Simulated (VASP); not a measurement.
Runs of VASP 6.6.1 on W. The structure is that of space group Fd-3m (No. 227), or close to it. The cells are those of the table. This isn't the form of W at room conditions, which is bcc.

| task | cell | k mesh | cutoff (eV) | gap on the mesh (eV) | pressure (GPa) | relaxed volume (Å³/atom) |
| --- | --- | --- | --- | --- | --- | --- |
| single point | a = 4.119 Å, angles 60.0°, 2 atoms | 6 × 6 × 6 | 520 | none | 0.6 | - |
| relaxation of cell and atoms | relaxed from a = 3.720 Å, angles 60.0°, 2 atoms | 6 × 6 × 6 | 600 | none | 0.0 | 24.84 |
| single point | a = 3.720 Å, angles 60.0°, 2 atoms | 6 × 6 × 6 | 520 | none | 70.1 | - |
| relaxation of cell and atoms | relaxed from a = 4.119 Å, angles 60.0°, 2 atoms | 16 × 16 × 16 | 600 | none | 0.0 | (b) |
| single point | a = 4.122 Å, angles 60.0°, 2 atoms | 16 × 16 × 16 | 520 | none | (a) | - |

Alike in all rows: level PBE; potentials or basis VASP PAW PBE potentials, release 64 (W_sv); no spin polarisation; smearing gaussian 0.1 eV.

Fill in the values left out.

(a) 0.5; (b) 24.88.

Caveats: spin-orbit coupling is left out, which moves the levels of the heavy elements; the volume moved by over 15 % at a fixed basis, so the end points are rough (at least some runs); the cell stands under pressure (at least some runs).

A k mesh can miss the band edges, and the runs leave out spin-orbit coupling on W.

A gap of «none» marks levels without a gap at the run's occupations.
